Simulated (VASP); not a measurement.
# Li2Ru (Pn-3m) in VASP: further runs

The runs below take Li2Ru through single point, with PBE.

Everything below comes from runs of VASP 6.6.1. Logs are shortened: lines on timing, memory, paths and dates and some standing lists are left out, and cuts for length are marked.

## 1. The cell of the first run

Symmetry: Pn-3m, No. 224, cubic system. The conventional cell has a = 4.380 Å, b = 4.380 Å, c = 4.380 Å, α = 90.00°, β = 90.00°, γ = 90.00°. Li (site symmetry -3m) has 2 Ru at 1.90 Å within 2.5 Å. Ru (site symmetry -43m) has 4 Li at 1.90 Å within 2.5 Å.

## 2. Single point, PBE

INCAR reads:

```
ALGO = Normal
EDIFF = 1E-6
ENCUT = 520
GGA = PE
ISIF = 2
ISMEAR = 0
LASPH = True
LCHARG = True
LELF = True
LREAL = False
LVHAR = True
LWAVE = False
NBANDS = 29
NELM = 60
PREC = Accurate
SIGMA = 0.1
```

KPOINTS reads:

```
k-points
0
Gamma
  4 4 4
```

POSCAR reads:

```
Li2Ru
1.0
    4.3804475451      0.0000000000      0.0000000000
    0.0000000000      4.3804475451      0.0000000000
    0.0000000000      0.0000000000      4.3804475451
Li Ru
4 2
Direct
    0.2500000000      0.2500000000      0.2500000000
    0.2500000000      0.7500000000      0.7500000000
    0.7500000000      0.7500000000      0.2500000000
    0.7500000000      0.2500000000      0.7500000000
    0.0000000000      0.0000000000      0.0000000000
    0.5000000000      0.5000000000      0.5000000000
```

Potentials or basis: VASP PAW PBE potentials, release 64 (Li_sv, Ru_pv).

Launch:

```
> cat potpaw_PBE.64/Li_sv/POTCAR potpaw_PBE.64/Ru_pv/POTCAR > POTCAR
> mpirun -np 1 vasp_std > vasp.out
```

OUTCAR:

```text
EDIFF = 1E-6
   ENCUT = 520
   GGA = PE
   ISIF = 2
   ISMEAR = 0
   LASPH = True
   LREAL = False
   NELM = 60
   PREC = Accurate

 ion  position               nearest neighbor table
   1  0.250  0.250  0.250-   5 1.90   6 1.90
   2  0.250  0.750  0.750-   5 1.90   6 1.90
   3  0.750  0.750  0.250-   5 1.90   6 1.90
   4  0.750  0.250  0.750-   5 1.90   6 1.90
   5  0.000  0.000  0.000-   1 1.90   2 1.90   3 1.90   4 1.90
   6  0.500  0.500  0.500-   1 1.90   2 1.90   3 1.90   4 1.90

  LATTYP: Found a simple cubic cell.
 ALAT       =     4.3804475451

  Lattice vectors:

 A1 = (   4.3804475451,   0.0000000000,   0.0000000000)
 A2 = (   0.0000000000,   4.3804475451,   0.0000000000)
 A3 = (   0.0000000000,   0.0000000000,   4.3804475451)

Analysis of symmetry for initial positions (statically):
=====================================================================
 Subroutine PRICEL returns:
 Original cell was already a primitive cell.

 Routine SETGRP: Setting up the symmetry group for a
 simple cubic supercell.

 Subroutine GETGRP returns: Found 48 space group operations
 (whereof 24 operations were pure point group operations)
 out of a pool of 48 trial point group operations.

The static configuration has the point symmetry T_d .
 The point group associated with its full space group is O_h .

Analysis of symmetry for dynamics (positions and initial velocities):
=====================================================================
 Subroutine PRICEL returns:
 Original cell was already a primitive cell.

 Routine SETGRP: Setting up the symmetry group for a
 simple cubic supercell.

 Subroutine GETGRP returns: Found 48 space group operations
 (whereof 24 operations were pure point group operations)
 out of a pool of 48 trial point group operations.

The dynamic configuration has the point symmetry T_d .
 The point group associated with its full space group is O_h .

 Subroutine INISYM returns: Found 48 space group operations
 (whereof 24 operations are pure point group operations),
 and found     1 'primitive' translations

----------------------------------------------------------------------------------------

                                     Primitive cell
[... 82 lines left out ...]
   ENCUT  =  520.0 eV  38.22 Ry    6.18 a.u.   8.14  8.14  8.14*2*pi/ulx,y,z
   NELM   =     60;   NELMIN=  2; NELMDL= -5     # of ELM steps
   EDIFF  = 0.1E-05   stopping-criterion for ELM
   LREAL  =      F    real-space projection
   EDIFFG = 0.1E-04   stopping-criterion for IOM
   NSW    =      0    number of steps for IOM
   IBRION =     -1    ionic relax: 0-MD 1-quasi-New 2-CG
   NFREE  =      0    steps in history (QN), initial steepest desc. (CG)
   ISIF   =      2    stress and relaxation
   ISYM   =      2    0-nonsym 1-usesym 2-fastsym
   POTIM  = 0.5000    time-step for ionic-motion
   TEBEG  =    0.0;   TEEND  =   0.0 temperature during run
   PSTRESS=    0.0 pullay stress
   NELECT =      40.0000    total number of electrons
   NUPDOWN=      -1.0000    fix difference up-down
   EMIN   =  10.00;   EMAX   =-10.00  energy-range for DOS
   EFERMI =   0.00;   METHOD = LEGACY
   ISMEAR =     0;   SIGMA  =   0.10  broadening in eV -4-tet -1-fermi 0-gaus
   EFERMI_NEDOS =   21; number of points for ismear=-14 and -15
   IALGO  =     38    algorithm
   IMIX   =      4    mixing-type and parameters
     AMIX     =   0.40;   BMIX     =  1.00
     AMIX_MAG =   1.60;   BMIX_MAG =  1.00
  volume/ion in A,a.u.               =      14.01        94.54
  Fermi-wavevector in a.u.,A,eV,Ry     =   1.278134  2.415323 22.226834  1.633626
  Thomas-Fermi vector in A             =   2.410694
   LORBIT       =      0    0 simple, 1 ext, 2 COOP (PROOUT), +10 PAW based schemes
   GGA     = PE    functional components
   LHFCALC =     F    Hartree Fock is set to
   AEXX    =    0.0000 exact exchange contribution
   IVDW    =     0    specifies the selected vdW correction
   LEPSILON=     F    determine dielectric tensor
   LRPA    =     F    only Hartree local field effects (RPA)
 non-spin polarized calculation
 Gauss-broadening in eV      SIGMA  =   0.10
  energy-cutoff  :      520.00
  volume of cell :       84.05
 maximum number of plane-waves:      2301
 NGX is ok and might be reduce to    36
   NGX = 17   NGY = 17   NGZ = 17

 number of electron      39.9999985 magnetization

 Free energy of the ion-electron system (eV)
  ---------------------------------------------------
  ext. energy  EPLUGINS =         0.00000000
  ---------------------------------------------------
  free energy    TOTEN  =       -11.85585631 eV

  energy without entropy =      -11.81799784  energy(sigma->0) =      -11.83692707

 E-fermi :   4.1463     XC(G=0):  -9.7949

 val. band max:        4.0697320777   @ k =   0.2500   0.2500   0.2500
 cond. band min:       4.1492024050   @ k =   0.5000   0.0000   0.0000
 fundamental gap:      0.0794703273
 Fermi energy:         4.1462640181

 k-point     1 :       0.0000    0.0000    0.0000
  band No.  band energies     occupation
      1     -42.2210      2.00000
      2     -42.2210      2.00000
      3     -42.2210      2.00000
      4     -42.0951      2.00000
      5     -36.7378      2.00000
      6     -36.7378      2.00000
[... 309 lines left out ...]
     28       8.1157      0.00000
     29      15.7642      0.00000

------------------------ aborting loop because EDIFF is reached ----------------------------------------

  FORCE on cell =-STRESS in cart. coord.  units (eV):
  Direction    XX          YY          ZZ          XY          YZ          ZX
  --------------------------------------------------------------------------------------
  -------------------------------------------------------------------------------------
  Total       12.1977702     12.1977702     12.1977702      0.0000000      0.0000000      0.0000000
  in kB      232.5067560    232.5067560    232.5067560      0.0000000      0.0000000      0.0000000
  external PRESSURE =     232.5067560 kB  Pullay stress =       0.0000000 kB

 VOLUME and BASIS-vectors are now :
 -----------------------------------------------------------------------------
  energy-cutoff  :      520.00
  volume of cell :       84.05
      direct lattice vectors                 reciprocal lattice vectors
     4.380447545  0.000000000  0.000000000     0.228287176  0.000000000  0.000000000
     0.000000000  4.380447545  0.000000000     0.000000000  0.228287176  0.000000000
     0.000000000  0.000000000  4.380447545     0.000000000  0.000000000  0.228287176

 POSITION                                       TOTAL-FORCE (eV/Angst)
 -----------------------------------------------------------------------------------
      1.09511      1.09511      1.09511        -0.000000     -0.000000      0.000000
      1.09511      3.28534      3.28534        -0.000000      0.000000     -0.000000
      3.28534      3.28534      1.09511         0.000000     -0.000000      0.000000
      3.28534      1.09511      3.28534         0.000000      0.000000     -0.000000
      0.00000      0.00000      0.00000         0.000000     -0.000000     -0.000000
      2.19022      2.19022      2.19022        -0.000000      0.000000      0.000000
 -----------------------------------------------------------------------------------
    total drift:                                0.000000      0.000000      0.000000

  FREE ENERGIE OF THE ION-ELECTRON SYSTEM (eV)
  ---------------------------------------------------
  free  energy   TOTEN  =       -11.8558563077 eV

  energy  without entropy=      -11.8179978410  energy(sigma->0) =      -11.83692707
```

Wall time 19 s (1 thread of Intel Xeon Platinum 8488C (Sapphire Rapids), shared host); peak memory 0.2 GiB.

What came out:

* Free energy: -11.8559 eV
* Band gap on the k mesh: zero (bands 20 and 21 overlap by 0.48 eV)

Caveat: the cutoff is under 1.25 times the usual one of these potentials, so pressure, stress and relaxed cells hold a basis-set (Pulay) error; atoms lie so close that the PAW spheres overlap strongly, which falsifies energies and pressures.

## 3. Single point, PBE

This run uses another cell than the first one, of 26.08 Å³/atom.

INCAR reads:

```
SYSTEM = Li2Ru
  ALGO = Normal
  EDIFF = 1E-6
  ENCUT = 520
  GGA = PE
  ISIF = 2
  ISMEAR = 0
  LASPH = .True.
  LCHARG = .False.
  LREAL = .False.
  LWAVE = .False.
  NBANDS = 29
  NELM = 100
  PREC = Accurate
  SIGMA = 0.1
```

KPOINTS reads:

```
k-points
0
Gamma
  4 4 4
  0 0 0
```

Changes to POSCAR since step 2:

```diff
@@ -2,5 +2,5 @@
 1.0
-    4.3804475451      0.0000000000      0.0000000000
-    0.0000000000      4.3804475451      0.0000000000
-    0.0000000000      0.0000000000      4.3804475451
+    5.3887866419      0.0000000000      0.0000000000
+    0.0000000000      5.3887866419      0.0000000000
+    0.0000000000      0.0000000000      5.3887866419
 Li Ru
```

Potentials or basis: VASP PAW PBE potentials, release 64 (Li_sv, Ru_pv).

Launch:

```
> cat potpaw_PBE.64/Li_sv/POTCAR potpaw_PBE.64/Ru_pv/POTCAR > POTCAR
> mpirun -np 1 vasp_std > vasp.out
```

Run time: 31 s. Hardware: 1 thread of Intel Xeon Platinum 8488C (Sapphire Rapids), shared host; peak memory 0.24 GiB.

Results (log left out):

```
Free energy            : -14.9642 eV
Band gap on the k mesh : zero (bands 20 and 21 overlap by 0.05 eV)
```

Levels at points of the mesh, in eV from the Fermi level:
| k point | band 16 | band 17 | band 18 | band 19 | band 20 | band 21 | band 22 | band 23 | band 24 | band 25 |
| --- | --- | --- | --- | --- | --- | --- | --- | --- | --- | --- |
| (0.00, 0.00, 0.00) | -0.21 | -0.12 | -0.12 | -0.12 | 0.01 | 0.01 | 0.42 | 3.10 | 3.10 | 3.10 |
| (0.50, 0.00, 0.00) | -0.39 | -0.16 | -0.16 | -0.06 | -0.06 | 0.03 | 0.03 | 2.67 | 2.67 | 3.43 |
| (0.50, 0.50, 0.00) | -0.15 | -0.03 | -0.03 | -0.02 | -0.02 | 0.02 | 0.02 | 0.34 | 0.34 | 4.15 |
| (0.50, 0.50, 0.50) | -0.22 | -0.22 | -0.07 | -0.07 | 0.05 | 0.05 | 0.76 | 1.32 | 1.32 | 1.32 |

Caveat: the cutoff is under 1.25 times the usual one of these potentials, so pressure, stress and relaxed cells hold a basis-set (Pulay) error.
